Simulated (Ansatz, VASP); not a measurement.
SiC in VASP and in Ansatz

INCAR

```
ALGO = Normal ; EDIFF = 1E-7
ENCUT = 520 ; GGA = PE
ISIF = 2 ; ISMEAR = 0
LASPH = True ; LCHARG = False
LREAL = False ; LWAVE = False
NBANDS = 16 ; NELM = 60
PREC = Accurate ; SIGMA = 0.01
```

Contents of KPOINTS:

```
k-points
0
Gamma
  12 12 6
```

POSCAR

```
SiC
1.0
    3.0753562384      0.0000000000      0.0000000000
   -1.5376781192      2.6633366281      0.0000000000
    0.0000000000      0.0000000000      5.0481080801
Si C
2 2
Direct
    0.3333333333      0.6666666667     -0.0004083979
    0.6666666667      0.3333333333      0.4995916021
    0.3333333333      0.6666666667      0.3754083979
    0.6666666667      0.3333333333      0.8754083979
```

Input for Ansatz:

```yaml
crystal:
  lattice:
    - [3.0753562384, 0.0, 0.0]
    - [-1.5376781192, 2.6633366281, 0.0]
    - [0.0, 0.0, 5.0481080801]
  atoms:
    - { symbol: Si, position: [0.3333333333, 0.6666666667, -0.0004083979] }
    - { symbol: Si, position: [0.6666666667, 0.3333333333, 0.4995916021] }
    - { symbol: C, position: [0.3333333333, 0.6666666667, 0.3754083979] }
    - { symbol: C, position: [0.6666666667, 0.3333333333, 0.8754083979] }
kpoints:
  mp_grid: { grid: [12, 12, 6] }
  band_path:
    path:
      - [0.0, 0.0, 0.0]
      - [0.5, 0.0, 0.0]
      - [0.3333333333, 0.3333333333, 0.0]
      - [0.0, 0.0, 0.5]
      - [0.5, 0.0, 0.5]
      - [0.3333333333, 0.3333333333, 0.5]
    npoints: 1
hamiltonian:
  xc: pbe
scf:
  occupations: { method: fixed }
  n_extra_bands: 5
output:
  forces: true
  stress: true
  eigenvalues: true
```

Alike in both runs: task single point; functional PBE; k mesh 12 × 12 × 6; no spin polarisation.

```csv
,VASP,Ansatz
version,VASP 6.6.1,Ansatz 0.2.0
potentials or method,"VASP PAW PBE potentials, release 64 (Si, C)","plane waves, PAW"
plane-wave cutoff (eV),520,420
occupations,"gaussian, width 0.01 eV",fixed
valence electrons in the cell,16,16
```

Ansatz gave:

* gap on the k mesh at the Fermi level (eV): 2.28
* pressure (GPa): 3.5
* traceless stress, the component that is largest in VASP (GPa): -0.13

Problem. What did VASP give for the same quantities?

Solution. gap on the k mesh at the Fermi level (eV): 2.27; pressure (GPa): 3.5; traceless stress, the component that is largest in VASP (GPa): -0.12.
